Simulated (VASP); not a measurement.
# Zn4HO4 (a cell with a defect) in VASP: further runs

The runs below take Zn4HO4 (a cell with a defect) through single point, with PBEsol.

All numbers are computed with VASP 6.6.1; they aren't measurements. Logs are shortened: lines on timing, memory, paths and dates and some standing lists are left out, and cuts for length are marked.

## (1) The cell of the first run

The cell holds a defect, 9 atoms: a = 5.515 Å, b = 5.515 Å, c = 3.243 Å, α = 90.00°, β = 90.00°, γ = 90.00°.

## (2) Single point, PBEsol

INCAR reads:

```
PREC = Accurate
ENCUT = 520
EDIFF = 1E-6
ISMEAR = 0
SIGMA = 0.05
LREAL = False
LASPH = True
NELM = 100
ALGO = Normal
ISIF = 2
LWAVE = False
LCHARG = False
GGA = PS
NBANDS = 46
```

KPOINTS reads:

```
regular mesh
0
Gamma
  4 4 8
```

POSCAR reads:

```
Zn4HO4
1.0
    5.5148137916      0.0000000000      0.0000000000
    0.0000000000      5.5148137916      0.0000000000
    0.0000000000      0.0000000000      3.2430062931
Zn O H
4 4 1
Direct
    0.1820657240      0.1820657240      0.5000000000
    0.8179342760      0.8179342760      0.5000000000
    0.6820657240      0.3179342760      0.0000000000
    0.3179342760      0.6820657240      0.0000000000
    0.8180023132      0.1819976868      0.5000000000
    0.1819976868      0.8180023132      0.5000000000
    0.6819976868      0.6819976868      0.0000000000
    0.3180023132      0.3180023132      0.0000000000
    1.0000405349     -0.7180023132      0.4000000000
```

Potentials or basis: VASP PAW PBE potentials, release 64 (Zn, O, H).

Launch:

```console
> cat potpaw_PBE.64/Zn/POTCAR potpaw_PBE.64/O/POTCAR potpaw_PBE.64/H/POTCAR > POTCAR
> mpirun -np 1 vasp_std > vasp.out
```

OUTCAR:

```text
PREC = Accurate
   ENCUT = 520
   EDIFF = 1E-6
   ISMEAR = 0
   LREAL = False
   LASPH = True
   NELM = 100
   ISIF = 2
   GGA = PS

 ion  position               nearest neighbor table
   1  0.182  0.182  0.500-   9 1.19   8 1.94   8 1.94   6 2.01   5 2.01   2 2.84
   2  0.818  0.818  0.500-   7 1.94   7 1.94   5 2.01   6 2.01   1 2.84
   3  0.682  0.318  0.000-   5 1.94   5 1.94   8 2.01   7 2.01   4 2.84
   4  0.318  0.682  0.000-   6 1.94   6 1.94   8 2.01   7 2.01   3 2.84
   5  0.818  0.182  0.500-   9 1.19   3 1.94   3 1.94   2 2.01   1 2.01
   6  0.182  0.818  0.500-   4 1.94   4 1.94   1 2.01   2 2.01
   7  0.682  0.682  0.000-   2 1.94   2 1.94   4 2.01   3 2.01
   8  0.318  0.318  0.000-   1 1.94   1 1.94   4 2.01   3 2.01
   9  0.000  0.282  0.400-   1 1.19   5 1.19

  LATTYP: Found a simple tetragonal cell.
 ALAT       =     5.5148137916
 C/A-ratio  =     0.5880536344

  Lattice vectors:

 A1 = (   5.5148137916,   0.0000000000,   0.0000000000)
 A2 = (   0.0000000000,   5.5148137916,   0.0000000000)
 A3 = (   0.0000000000,   0.0000000000,   3.2430062931)

Analysis of symmetry for initial positions (statically):
=====================================================================
 Subroutine PRICEL returns:
 Original cell was already a primitive cell.

 Routine SETGRP: Setting up the symmetry group for a
 simple tetragonal supercell.

 Subroutine GETGRP returns: Found  1 space group operations
 (whereof  1 operations were pure point group operations)
 out of a pool of 16 trial point group operations.

The static configuration has the point symmetry C_1 .

Analysis of symmetry for dynamics (positions and initial velocities):
=====================================================================
 Subroutine PRICEL returns:
 Original cell was already a primitive cell.

 Routine SETGRP: Setting up the symmetry group for a
 simple tetragonal supercell.

 Subroutine GETGRP returns: Found  1 space group operations
 (whereof  1 operations were pure point group operations)
 out of a pool of 16 trial point group operations.

The dynamic configuration has the point symmetry C_1 .

 Subroutine INISYM returns: Found  1 space group operations
 (whereof  1 operations are pure point group operations),
 and found     1 'primitive' translations

----------------------------------------------------------------------------------------

                                     Primitive cell

  volume of cell :      98.6301

  direct lattice vectors                    reciprocal lattice vectors
     5.514813792  0.000000000  0.000000000     0.181329785  0.000000000  0.000000000
     0.000000000  5.514813792  0.000000000     0.000000000  0.181329785  0.000000000
     0.000000000  0.000000000  3.243006293     0.000000000  0.000000000  0.308355862

  length of vectors
     5.514813792  5.514813792  3.243006293     0.181329785  0.181329785  0.308355862

  position of ions in fractional coordinates (direct lattice)
     0.182065724  0.182065724  0.500000000
     0.817934276  0.817934276  0.500000000
     0.682065724  0.317934276  0.000000000
     0.317934276  0.682065724  0.000000000
     0.818002313  0.181997687  0.500000000
     0.181997687  0.818002313  0.500000000
     0.681997687  0.681997687  0.000000000
     0.318002313  0.318002313  0.000000000
     0.000040535  0.281997687  0.400000000

  ion indices of the primitive-cell ions
   primitive index   ion index
                 1           1
                 2           2
                 3           3
                 4           4
                 5           5
                 6           6
                 7           7
                 8           8
                 9           9

----------------------------------------------------------------------------------------

 KPOINTS: regular mesh

Automatic generation of k-mesh.
 Grid dimensions read from file:
 generate k-points for:    4    4    8

 Generating k-lattice:

  Cartesian coordinates                     Fractional coordinates (reciprocal lattice)
     0.045332446  0.000000000  0.000000000     0.250000000  0.000000000  0.000000000
     0.000000000  0.045332446  0.000000000     0.000000000  0.250000000  0.000000000
     0.000000000  0.000000000  0.038544483     0.000000000  0.000000000  0.125000000

  Length of vectors
     0.045332446  0.045332446  0.038544483

  Shift w.r.t. Gamma in fractional coordinates (k-lattice)
     0.000000000  0.000000000  0.000000000

 Subroutine IBZKPT returns following result:
 ===========================================

 Found     68 irreducible k-points:

 Following reciprocal coordinates:
            Coordinates               Weight
  0.000000  0.000000  0.000000      1.000000
  0.250000  0.000000  0.000000      2.000000
  0.000000  0.250000  0.000000      2.000000
  0.500000  0.000000  0.000000      1.000000
  0.000000  0.500000  0.000000      1.000000
  0.250000  0.250000  0.000000      2.000000
[... 16 lines left out ...]
 -0.250000  0.500000  0.125000      2.000000
  0.500000 -0.250000  0.125000      2.000000
 [... further k-points ...]
   k-points           NKPTS =     68   k-points in BZ     NKDIM =     68   number of bands    NBANDS=     46
   number of dos      NEDOS =    301   number of ions     NIONS =      9
   total plane-waves  NPLWV =  42336
   dimension x,y,z NGX =    42 NGY =   42 NGZ =   24
   dimension x,y,z NGXF=    84 NGYF=   84 NGZF=   48
   ions per type =               4   4   1
   NGX,Y,Z   is equivalent  to a cutoff of  12.66, 12.66, 12.30 a.u.
   NGXF,Y,Z  is equivalent  to a cutoff of  25.32, 25.32, 24.61 a.u.
 SYSTEM =  unknown system
   PREC   = accura    normal or accurate (medium, high low for compatibility)
   ISTART =      0    job   : 0-new  1-cont  2-samecut
   ICHARG =      2    charge: 1-file 2-atom 10-const
   ISPIN  =      1    spin polarized calculation?
   LNONCOLLINEAR =      F non collinear calculations
   LSORBIT =      F    spin-orbit coupling
   LASPH  =      T    aspherical Exc in radial PAW
   ENCUT  =  520.0 eV  38.22 Ry    6.18 a.u.  10.25 10.25  6.03*2*pi/ulx,y,z
   NELM   =    100;   NELMIN=  2; NELMDL= -5     # of ELM steps
   EDIFF  = 0.1E-05   stopping-criterion for ELM
   LREAL  =      F    real-space projection
   EDIFFG = 0.1E-04   stopping-criterion for IOM
   NSW    =      0    number of steps for IOM
   IBRION =     -1    ionic relax: 0-MD 1-quasi-New 2-CG
   NFREE  =      0    steps in history (QN), initial steepest desc. (CG)
   ISIF   =      2    stress and relaxation
   ISYM   =      2    0-nonsym 1-usesym 2-fastsym
   POTIM  = 0.5000    time-step for ionic-motion
   TEBEG  =    0.0;   TEEND  =   0.0 temperature during run
   PSTRESS=    0.0 pullay stress
   NELECT =      73.0000    total number of electrons
   NUPDOWN=      -1.0000    fix difference up-down
   EMIN   =  10.00;   EMAX   =-10.00  energy-range for DOS
   EFERMI =   0.00;   METHOD = LEGACY
   ISMEAR =     0;   SIGMA  =   0.05  broadening in eV -4-tet -1-fermi 0-gaus
   EFERMI_NEDOS =   21; number of points for ismear=-14 and -15
   IALGO  =     38    algorithm
   IMIX   =      4    mixing-type and parameters
     AMIX     =   0.40;   BMIX     =  1.00
     AMIX_MAG =   1.60;   BMIX_MAG =  1.00
  volume/ion in A,a.u.               =      10.96        73.95
  Fermi-wavevector in a.u.,A,eV,Ry     =   1.480855  2.798411 29.836656  2.192932
  Thomas-Fermi vector in A             =   2.594838
   LORBIT       =      0    0 simple, 1 ext, 2 COOP (PROOUT), +10 PAW based schemes
   GGA     = PS    functional components
   LHFCALC =     F    Hartree Fock is set to
   AEXX    =    0.0000 exact exchange contribution
   IVDW    =     0    specifies the selected vdW correction
   LEPSILON=     F    determine dielectric tensor
   LRPA    =     F    only Hartree local field effects (RPA)
 non-spin polarized calculation
 Gauss-broadening in eV      SIGMA  =   0.05
  energy-cutoff  :      520.00
  volume of cell :       98.63
 maximum number of plane-waves:      2684
 NGX is ok and might be reduce to    42
   NGX = 21   NGY = 21   NGZ = 13

 number of electron      73.0000001 magnetization

 Free energy of the ion-electron system (eV)
  ---------------------------------------------------
  ext. energy  EPLUGINS =         0.00000000
  ---------------------------------------------------
  free energy    TOTEN  =       -37.29217833 eV

  energy without entropy =      -37.29159651  energy(sigma->0) =      -37.29188742

 E-fermi :   3.9368     XC(G=0): -11.1100

 val. band max:        3.8932760130   @ k =   0.2500   0.5000   0.2500
 cond. band min:       3.9937756933   @ k =  -0.2500  -0.2500   0.2500
 fundamental gap:      0.1004996803
 Fermi energy:         3.9367531714

 k-point     1 :       0.0000    0.0000    0.0000
  band No.  band energies     occupation
      1     -18.7642      2.00000
      2     -16.5935      2.00000
      3     -16.1292      2.00000
      4     -15.9649      2.00000
      5      -8.3051      2.00000
      6      -5.9451      2.00000
[... 38 lines left out ...]
     45      11.0823      0.00000
     46      12.1934      0.00000

 k-point     2 :       0.2500    0.0000    0.0000
  band No.  band energies     occupation
      1     -18.7492      2.00000
      2     -16.5853      2.00000
      3     -16.1461      2.00000
      4     -15.9788      2.00000
      5      -8.3345      2.00000
      6      -5.9934      2.00000
[... 38 lines left out ...]
     45      11.6400      0.00000
     46      11.7132      0.00000

 k-point     3 :       0.0000    0.2500    0.0000
  band No.  band energies     occupation
      1     -18.7537      2.00000
      2     -16.5570      2.00000
      3     -16.2010      2.00000
      4     -15.9440      2.00000
      5      -8.3223      2.00000
      6      -5.9599      2.00000
[... 1018 lines left out ...]
     45      11.1133      0.00000
     46      11.4038      0.00000

 k-point    24 :       0.5000   -0.2500    0.1250
  band No.  band energies     occupation
      1     -18.6945      2.00000
      2     -16.4846      2.00000
      3     -16.1338      2.00000
      4     -16.0235      2.00000
      5      -8.3666      2.00000
      6      -6.0164      2.00000
[... 38 lines left out ...]
     45      11.0733      0.00000
     46      11.4536      0.00000

 [... further k-points ...]
[... 5 lines left out ...]
  --------------------------------------------------------------------------------------
  -------------------------------------------------------------------------------------
  Total       16.4769674      6.1413587      6.3948554     -5.3365465     -1.9258475      3.1214203
  in kB      267.6568535     99.7620925    103.8799698    -86.6884783    -31.2840499     50.7052982
  external PRESSURE =     157.0996386 kB  Pullay stress =       0.0000000 kB

 VOLUME and BASIS-vectors are now :
 -----------------------------------------------------------------------------
  energy-cutoff  :      520.00
  volume of cell :       98.63
      direct lattice vectors                 reciprocal lattice vectors
     5.514813792  0.000000000  0.000000000     0.181329785  0.000000000  0.000000000
     0.000000000  5.514813792  0.000000000     0.000000000  0.181329785  0.000000000
     0.000000000  0.000000000  3.243006293     0.000000000  0.000000000  0.308355862

 POSITION                                       TOTAL-FORCE (eV/Angst)
 -----------------------------------------------------------------------------------
      1.00406      1.00406      1.62150        10.662839     -5.411395      3.139052
      4.51076      4.51076      1.62150         0.086603     -0.821275     -0.008982
      3.76147      1.75335      0.00000        -1.032450      0.772442     -0.210432
      1.75335      3.76147      0.00000        -0.048565      0.018884      0.002858
      4.51113      1.00368      1.62150        -1.406558     -0.182987      0.165199
      1.00368      4.51113      1.62150        -0.014015      0.437332      0.037486
      3.76109      3.76109      0.00000         0.023108     -0.040670      0.009805
      1.75372      1.75372      0.00000         0.593133     -0.143703     -0.208542
      0.00022      1.55516      1.29720        -8.864094      5.371373     -2.926444
 -----------------------------------------------------------------------------------
    total drift:                               -0.000106     -0.000137     -0.000118

  FREE ENERGIE OF THE ION-ELECTRON SYSTEM (eV)
  ---------------------------------------------------
  free  energy   TOTEN  =       -37.2921783308 eV

  energy  without entropy=      -37.2915965072  energy(sigma->0) =      -37.29188742
```

It took 2.1 min on 1 thread of Intel Xeon 6975P-C (Granite Rapids), shared host; peak memory 0.35 GiB.

What came out:

```
Free energy   : -37.2922 eV
Pressure      : 15.7 GPa
Largest force : 12.363 eV/Å
```

Forces on the atoms (eV/Å):
```
Zn  10.663 -5.411  3.139
Zn   0.087 -0.821 -0.009
Zn  -1.032  0.772 -0.210
Zn  -0.049  0.019  0.003
O   -1.407 -0.183  0.165
O   -0.014  0.437  0.037
O    0.023 -0.041  0.010
O    0.593 -0.144 -0.209
H   -8.864  5.371 -2.926
```

Levels at points of the mesh, in eV from the Fermi level:
```tsv
k point	band 33	band 34	band 35	band 36	band 37	band 38	band 39	band 40
(0.00, 0.00, 0.00)	-3.76	-3.19	-2.99	-2.83	-2.69	1.28	2.16	3.51
(0.50, 0.00, 0.00)	-3.76	-3.43	-3.32	-3.19	-0.42	0.09	1.93	2.92
(0.00, 0.50, 0.00)	-4.09	-3.78	-3.13	-3.02	-0.87	0.25	2.70	2.88
(0.50, 0.50, 0.00)	-3.84	-3.65	-3.61	-3.55	-0.08	1.19	1.40	1.54
(0.00, 0.00, 0.50)	-4.80	-4.57	-4.26	-4.17	0.98	2.64	3.72	4.66
(0.50, 0.00, 0.50)	-4.70	-4.43	-4.01	-3.84	0.44	2.76	3.29	3.54
(0.00, 0.50, 0.50)	-4.65	-4.34	-4.11	-3.88	0.88	2.74	3.03	3.61
(0.50, 0.50, 0.50)	-4.25	-4.20	-4.12	-4.02	0.07	2.22	2.77	2.87
```

Caveat: the PAW data sets were made with another functional, which shifts forces and pressure a little; an odd number of electrons without spin polarisation forces a metal; a magnetic or distorted state may lie lower.

## (3) Single point, PBEsol

INCAR reads:

```
  PREC = Accurate
  ENCUT = 520
  EDIFF = 1E-6
  ISMEAR = 0
  SIGMA = 0.05
  LREAL = False
  LASPH = True
  NELM = 100
  ALGO = Normal
  ISIF = 2
  LWAVE = False
  LCHARG = False
  GGA = PS
  NBANDS = 46
```

KPOINTS reads:

```
Automatic mesh
0
Gamma
  4 4 8
```

POSCAR, as its differences from that of step 2:

```diff
@@ -16,2 +16,2 @@
     0.3180023132      0.3180023132      0.0000000000
-    1.0000405349     -0.7180023132      0.4000000000
+    1.0000405349     -0.3180023132      0.2000000000
```

Potentials or basis: VASP PAW PBE potentials, release 64 (Zn, O, H).

Launch:

```console
> cat potpaw_PBE.64/Zn/POTCAR potpaw_PBE.64/O/POTCAR potpaw_PBE.64/H/POTCAR > POTCAR
> mpirun -np 1 vasp_std > vasp.out
```

Wall time 2 min (1 thread of Intel Xeon 6975P-C (Granite Rapids), shared host); peak memory 0.35 GiB.

The run converged. Its results:

```yaml
Free_energy: -39.1434 eV
Pressure: 7.5 GPa
Largest_force: 1.818 eV/Å
```

Forces on the atoms (eV/Å):
```
Zn  -0.021  0.343 -0.018
Zn  -1.158  0.879  1.092
Zn   0.004 -0.167  0.001
Zn   0.454 -0.507 -0.276
O   -0.041 -0.244  0.040
O    0.782  0.506  0.560
O   -0.926  0.051 -0.499
O    0.173 -0.051 -0.005
H    0.732 -0.811 -0.895
```

Stress tensor (GPa, compression positive):
```
 8.96 -0.97 -0.67
-0.97  4.84  2.05
-0.67  2.05  8.69
```

Levels at points of the mesh, in eV from the Fermi level:
```csv
k point,band 34,band 35,band 36,band 37,band 38,band 39
"(0.00, 0.00, 0.00)",-2.24,-2.13,-1.98,-1.92,1.60,3.13
"(0.50, 0.00, 0.00)",-2.45,-2.42,-2.35,-0.27,1.11,2.67
"(0.00, 0.50, 0.00)",-2.69,-2.27,-2.16,-0.51,1.21,3.12
"(0.50, 0.50, 0.00)",-2.74,-2.72,-2.71,-0.17,2.16,2.32
"(0.00, 0.00, 0.50)",-3.76,-3.31,-3.27,0.92,3.68,4.54
"(0.50, 0.00, 0.50)",-3.62,-3.03,-2.99,0.14,3.73,3.97
"(0.00, 0.50, 0.50)",-3.53,-3.08,-3.01,0.70,3.81,4.25
"(0.50, 0.50, 0.50)",-3.38,-3.20,-3.17,-0.13,3.20,3.71
```

Caveat: the PAW data sets were made with another functional, which shifts forces and pressure a little; an odd number of electrons without spin polarisation forces a metal; a magnetic or distorted state may lie lower.
